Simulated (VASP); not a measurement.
Crystal: Ti.

```
CELL_PARAMETERS angstrom
0.00000 2.00256 2.00256
2.00256 0.00000 2.00256
2.00256 2.00256 0.00000
ATOMIC_POSITIONS crystal
Ti 0.00000 0.00000 0.00000
```

This cell differs from its parent crystal: volume scaled by 0.96.

Base run:

- Program: VASP 6.6.1
- Functional: PBEsol
- Potentials or basis: VASP PAW PBE potentials, release 64 (Ti_sv)
- Cutoff: 520 eV
- k mesh: 11 × 11 × 11
- Occupations: fermi-dirac, width 0.05 eV
- Spin: no spin polarisation

Its results: band gap on the k mesh zero (band 6 reaches 9.88 eV, above the bottom of band 7 at 8.65 eV); pressure 4.1 GPa.

**Question.** The run is repeated on the same cell with these changes: functional from PBEsol to PBE; further incar settings from ALGO = Normal; EDIFF = 1e-06; NBANDS = 12 to ALGO = Fast; EDIFF = 1e-07; NBANDS = 12. What comes out?

**Answer.** Band gap on the k mesh zero (band 6 reaches 10.01 eV, above the bottom of band 7 at 8.78 eV); pressure 9.1 GPa.

Caveats: the PAW data sets were made with another functional, which shifts forces and pressure a little (some runs).
